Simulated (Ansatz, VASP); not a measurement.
One calculation of GaP, two programs

File INCAR:

```
SYSTEM = GaP
ALGO     = Normal         ! electronic algorithm
EDIFF    = 1E-6           ! SCF threshold, eV
ENCUT    = 520            ! plane-wave cutoff, eV
GGA      = CA             ! functional
ISIF     = 2              ! what is computed and relaxed
ISMEAR   = 0              ! smearing method
LASPH    = .TRUE.         ! aspherical terms in the spheres
LCHARG   = .FALSE.        ! write CHGCAR
LREAL    = .FALSE.        ! projectors in reciprocal space
LWAVE    = .FALSE.        ! write WAVECAR
NBANDS   = 26             ! bands
NELM     = 80             ! most SCF steps
PREC     = Accurate       ! precision mode
SIGMA    = 0.05           ! smearing width, eV
```

KPOINTS

```
k-points
0
G
  12 12 12
  0 0 0
```

Contents of POSCAR:

```
GaP
1.0
    1.9116707399      1.1037036163      6.6434226766
   -1.9116707399      1.1037036163      6.6434226766
    0.0000000000     -2.2074072326      6.6434226766
Ga P
2 2
Direct
    0.4353720000      0.4353720000      0.4353720000
    0.5646280000      0.5646280000      0.5646280000
    0.0573890000      0.0573890000      0.0573890000
    0.9426110000      0.9426110000      0.9426110000
```

Input for Ansatz:

```yaml
crystal:
  lattice:
    - [1.9116707399, 1.1037036163, 6.6434226766]
    - [-1.9116707399, 1.1037036163, 6.6434226766]
    - [0.0, -2.2074072326, 6.6434226766]
  atoms:
    - { symbol: Ga, position: [0.435372, 0.435372, 0.435372] }
    - { symbol: Ga, position: [0.564628, 0.564628, 0.564628] }
    - { symbol: P, position: [0.057389, 0.057389, 0.057389] }
    - { symbol: P, position: [0.942611, 0.942611, 0.942611] }
basis:
  ecutwfc: 420
kpoints:
  mp_grid: { grid: [12, 12, 12] }
hamiltonian:
  xc: lda
scf:
  occupations: { method: gaussian, width: 0.05 }
output:
  forces: true
  stress: true
  eigenvalues: true
```

Alike in both runs: task single point; functional LDA; k mesh 12 × 12 × 12; occupations gaussian, width 0.05 eV; no spin polarisation.

|  | VASP | Ansatz |
| --- | --- | --- |
| version | VASP 6.6.1 | Ansatz 0.2.0 |
| potentials or method | VASP PAW LDA potentials, release 64 (Ga_d, P), cutoff 520 eV | scalar-relativistic, plane waves, PAW |
| valence electrons in the cell | 36 | 36 |

Ansatz gave:

```
gap on the k mesh at the Fermi level (eV)                     : 0.47
least direct gap on the mesh (eV)                             : 0.81
pressure (GPa)                                                : -4.9
traceless stress, the component that is largest in VASP (GPa) : -5.25
rms of the force components (eV/Å)                            : 0.158
```

**Question.** What did VASP give for the same quantities?

**Answer.** gap on the k mesh at the Fermi level (eV): 0.48; least direct gap on the mesh (eV): 0.84; pressure (GPa): -4.8; traceless stress, the component that is largest in VASP (GPa): -5.30; rms of the force components (eV/Å): 0.169.

LDA's correlation is that of Perdew and Zunger in VASP and of Perdew and Wang (1992) in Ansatz. Atom by atom the forces differ by 0.012 eV/Å (rms over components).
